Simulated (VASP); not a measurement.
## C: relaxation of cell and atoms with PBEsol

The system is C.

```
C
1.0
     2.48215    0.00000    0.00000
    -1.24107    2.14960    0.00000
     0.00000    0.00000    4.05335
C
4
Direct
  0.33333 0.66667 0.00000
  0.66667 0.33333 0.50000
  0.33333 0.66667 0.37500
  0.66667 0.33333 0.87500
```

* Program: VASP 6.6.1
* Task: relaxation of cell and atoms
* Functional: PBEsol
* Potentials or basis: VASP PAW PBE potentials, release 64 (C)
* Cutoff: 600 eV
* k mesh: 9 × 9 × 6
* Occupations: fermi-dirac, width 0.03 eV
* Spin: no spin polarisation
* Dipole correction: no
* Further INCAR settings: ALGO = Normal; EDIFF = 1e-06; IBRION = 2; EDIFFG = -0.01; NSW = 100; ISIF = 3

The relaxed volume is 5.63 Å³/atom. The relaxed cell is a = 2.500 Å, b = 2.500 Å, c = 4.163 Å, α = 90.00°, β = 90.00°, γ = 120.00°, the space group after relaxing (to 0.05 Å) is P6_3/mmc (No. 194) and the energy gained by relaxing is 19.8 meV/atom. The ionic steps are 8, the pressure after relaxing is -0.1 GPa and the band gap on the k mesh is 3.05 eV, indirect (least direct gap 4.92 eV).

Stress tensor (GPa, compression positive):
```
-0.05  0.00  0.00
 0.00 -0.05  0.00
 0.00  0.00 -0.23
```

Step by step:
| step | energy change (eV) | largest force (eV/Å) | pressure (GPa) | volume (Å³) |
| --- | --- | --- | --- | --- |
| 1 | 0.0000 | 0.0442 | 20.16 | 21.63 |
| 2 | 0.0523 | 0.1790 | -22.30 | 23.81 |
| 3 | -0.0792 | 0.0183 | -0.49 | 22.55 |
| 4 | -0.0792 | 0.0198 | -0.09 | 22.53 |
| 5 | -0.0792 | 0.0213 | 0.28 | 22.51 |
| 6 | -0.0791 | 0.0416 | 0.37 | 22.51 |
| 7 | -0.0792 | 0.0010 | 0.31 | 22.51 |
| 8 | -0.0792 | 0.0010 | -0.11 | 22.53 |

Final structure:
```xyz
4
Lattice="2.5000 0.0000 0.0000 -1.2500 2.1650 0.0000 0.0000 0.0000 4.1630" Properties=species:S:1:pos:R:3 pbc="T T T"
C     0.0000    1.4434    0.0013
C     1.2500    0.7217    2.0828
C     0.0000    1.4434    1.5599
C     1.2500    0.7217    3.6414
```

Levels at points of the mesh, in eV from the valence-band top:
```csv
k point,band 6,band 7,band 8,band 9,band 10,band 11
"(0.00, 0.00, 0.00)",-0.51,0.00,0.00,4.92,4.92,5.30
"(0.00, 0.00, 0.50)",-1.87,-1.87,-1.87,7.22,7.22,7.22
```

It took 28 s on 1 thread of Intel(R) Xeon(R) Platinum 8488C (Sapphire Rapids), with other jobs on the host, peak memory 0.13 GiB.

Caveat: the PAW data sets were made with another functional, which shifts forces and pressure a little. A k mesh can miss the band edges.
